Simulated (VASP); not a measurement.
# Ge: single point with PBEsol

The system is Ge.

```
Ge
1.0
     0.00000    2.77927    2.82877
     2.87827    0.00000    2.82877
     2.87827    2.77927    0.00000
Ge
2
Direct
  0.50000 0.50000 0.50000
  0.75000 0.75000 0.75000
```

This cell differs from its parent crystal: strain +0.0175 x Voigt [1, -1, 0, 0, 0, 0].

```
Program                : VASP 6.6.1
Task                   : single point
Functional             : PBEsol
Potentials or basis    : VASP PAW PBE potentials, release 64 (Ge_d)
Cutoff                 : 520 eV
k mesh                 : 14 × 14 × 14
Occupations            : gaussian, width 0.15 eV
Spin                   : no spin polarisation
Dipole correction      : no
Further INCAR settings : ALGO = Normal; EDIFF = 1e-06; NBANDS = 21
```

The pressure is 0.3 GPa and the band gap on the k mesh is 0.10 eV (least direct gap 0.13 eV).

Stress tensor (GPa, compression positive):
```
-1.00  0.00  0.00
 0.00  1.48  0.00
 0.00  0.00  0.34
```

Levels at points of the mesh, in eV from the valence-band top:
| k point | band 10 | band 11 | band 12 | band 13 | band 14 | band 15 | band 16 | band 17 | band 18 | band 19 |
| --- | --- | --- | --- | --- | --- | --- | --- | --- | --- | --- |
| (0.00, 0.00, 0.00) | -24.50 | -12.80 | -0.14 | -0.02 | 0.00 | 0.13 | 2.45 | 2.53 | 2.62 | 6.22 |
| (0.50, 0.00, 0.00) | -24.47 | -10.70 | -7.63 | -1.55 | -1.28 | 0.10 | 3.62 | 3.81 | 6.97 | 10.36 |
| (0.50, 0.50, 0.00) | -24.46 | -8.91 | -8.91 | -3.09 | -3.09 | 0.66 | 0.66 | 9.42 | 9.42 | 11.41 |
| (0.50, 0.00, 0.50) | -24.47 | -8.82 | -8.82 | -3.21 | -3.21 | 0.52 | 0.52 | 9.48 | 9.48 | 11.54 |
| (0.00, 0.50, 0.50) | -24.46 | -8.99 | -8.99 | -2.97 | -2.97 | 0.80 | 0.80 | 9.45 | 9.45 | 11.41 |

It took 6.6 min on 1 thread of Oxide Virtual Turin-like Processor, on a shared host, peak memory 0.38 GiB.

Caveat: the cell differs from its parent crystal (strain +0.0175 x Voigt [1, -1, 0, 0, 0, 0]); semilocal functionals underestimate gaps, and a narrow one can read as zero; the PAW data sets were made with another functional, which shifts forces and pressure a little. A k mesh can miss the band edges.
